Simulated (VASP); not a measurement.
Wanted: the native input for a VASP 6.6.1 run.

```yaml
Task: single point
Functional: PBE
Potentials_or_basis: VASP PAW PBE potentials, release 64 (Sn_d, O)
Cutoff: 600 eV
k_mesh: 6 × 6 × 8
Occupations: gaussian, width 0.02 eV
Spin: no spin polarisation
Dipole_correction: no
Further_INCAR_settings: ALGO = Normal; EDIFF = 1e-06; NBANDS = 35
```

The structure of SnO2 lies in POSCAR:

```
SnO2
1.0
    4.8271903440      0.0000000000      0.0000000000
    0.0000000000      4.8271903440      0.0000000000
    0.0971445676      0.0000000000      3.2381522517
Sn O
2 4
Direct
    0.5000000000      0.5000000000      0.5000000000
    0.0000000000      0.0000000000      0.0000000000
    0.1938489288      0.8069250228      0.4965323183
    0.8061510712      0.1930749772      0.5034676817
    0.3061510712      0.3069250228      0.0034676817
    0.6938489288      0.6930749772     -0.0034676817
```

This cell differs from its parent crystal: shear of c along a, cell held: +3.0 %, then relaxed in part.

These files were run (other wordings do the same):

INCAR

```
PREC = Accurate ; ENCUT = 600
EDIFF = 1E-6 ; ISMEAR = 0
SIGMA = 0.02 ; LREAL = False
LASPH = True ; NELM = 120
ALGO = Normal ; ISIF = 2
LWAVE = False ; LCHARG = True
GGA = PE ; LELF = True
LVHAR = True ; NBANDS = 35
GGA_COMPAT = False
```

KPOINTS

```
regular mesh
0
Gamma
  6 6 8
```

Potentials or basis: VASP PAW PBE potentials, release 64 (Sn_d, O).

Launch:

```sh
$ cat potpaw_PBE.64/Sn_d/POTCAR potpaw_PBE.64/O/POTCAR > POTCAR
$ mpirun -np 1 vasp_std > vasp.out
```

It gave:

The pressure is 0.5 GPa. The largest force is 0.017 eV/Å. The band gap on the k mesh is 0.66 eV.

Caveat: the cell differs from its parent crystal (shear of c along a, cell held: +3.0 %, then relaxed in part); spin-orbit coupling is left out, which moves the levels of the heavy elements.

It took 3 min on 1 thread of Intel(R) Xeon(R) 6975P-C (Granite Rapids) (shared host), peak memory 0.38 GiB.
